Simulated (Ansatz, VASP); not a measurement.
**One calculation of NaF, two programs**

Contents of INCAR:

```
SYSTEM = NaF
PREC = Accurate
ENCUT = 520
EDIFF = 1E-6
ISMEAR = 0
SIGMA = 0.05
LREAL = .FALSE.
LASPH = .TRUE.
NELM = 80
ALGO = Normal
ISIF = 2
LWAVE = .FALSE.
LCHARG = .TRUE.
GGA = PE
LELF = .TRUE.
LVHAR = .TRUE.
NBANDS = 14
```

The input KPOINTS:

```
Automatic mesh
0
G
  12 12 12
  0 0 0
```

POSCAR

```
NaF
1.0
    0.0000000000      2.3233012604      2.3233012604
    2.3233012604      0.0000000000      2.3233012604
    2.3233012604      2.3233012604      0.0000000000
Na F
1 1
Direct
    0.0000000000      0.0000000000      0.0000000000
    0.5000000000      0.5000000000      0.5000000000
```

Input for Ansatz:

```yaml
crystal:
  lattice:
    - [0.0, 2.3233012604, 2.3233012604]
    - [2.3233012604, 0.0, 2.3233012604]
    - [2.3233012604, 2.3233012604, 0.0]
  atoms:
    - { symbol: Na, position: [0.0, 0.0, 0.0] }
    - { symbol: F, position: [0.5, 0.5, 0.5] }
basis:
  ecutwfc: 420
  ecutrho_ratio: 4
kpoints:
  mp_grid: { grid: [12, 12, 12] }
hamiltonian:
  xc: pbe
scf:
  occupations: { method: gaussian, width: 0.05 }
output:
  forces: true
  stress: true
  eigenvalues: true
```

Alike in both runs: task single point; functional PBE; k mesh 12 × 12 × 12; occupations gaussian, width 0.05 eV; no spin polarisation.

|  | VASP | Ansatz |
| --- | --- | --- |
| version | VASP 6.6.1 | Ansatz 0.2.0 |
| potentials or method | VASP PAW PBE potentials, release 64 (Na_pv, F), cutoff 520 eV | scalar-relativistic, plane waves, PAW |
| valence electrons in the cell | 14 | 16 |

|  | VASP | Ansatz | Ansatz less VASP |
| --- | --- | --- | --- |
| gap on the k mesh at the Fermi level (eV) | 6.26 | 6.27 | +0.017 |
| least direct gap on the mesh (eV) | 6.26 | 6.27 | +0.017 |
| pressure (GPa) | 1.6 | 1.7 | +0.13 |

VASP's potentials hold 14 valence electrons a cell and Ansatz's 16, so a difference there can come from the potentials and not from the codes.
